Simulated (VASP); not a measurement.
Input of a VASP 6.6.1 run:

INCAR

```
PREC     = Accurate       # precision mode
ENCUT    = 520            # plane-wave cutoff, eV
EDIFF    = 1E-8           # SCF threshold, eV
ISMEAR   = -1             # smearing method
SIGMA    = 0.08           # smearing width, eV
LREAL    = F              # projectors in reciprocal space
LASPH    = T              # aspherical terms in the spheres
NELM     = 80             # most SCF steps
ALGO     = Normal         # electronic algorithm
ISIF     = 2              # what is computed and relaxed
LWAVE    = F              # write WAVECAR
LCHARG   = F              # write CHGCAR
GGA      = PS             # functional
LEFG     = T            
NBANDS   = 8              # bands
```

File KPOINTS:

```
regular mesh
0
Gamma
  12 12 12
```

Contents of POSCAR:

```
Sb
1.0
    3.1387913073      0.0000000000      0.0000000000
    0.0000000000      3.1387913073      0.0000000000
    0.0000000000      0.0000000000      3.1387913073
Sb
1
Direct
    0.0000000000      0.0000000000      0.0000000000
```

Potentials or basis: VASP PAW PBE potentials, release 64 (Sb).

Run with:

```console
$ cat potpaw_PBE.64/Sb/POTCAR > POTCAR
$ mpirun -np 1 vasp_std > vasp.out
```

Predict the pressure.

-3.8 GPa.

Caveat: without QUAD_EFG the Cq values of the log hold for a quadrupole moment of 1 mb, not for the nuclei; the PAW data sets were made with another functional, which shifts forces and pressure a little.
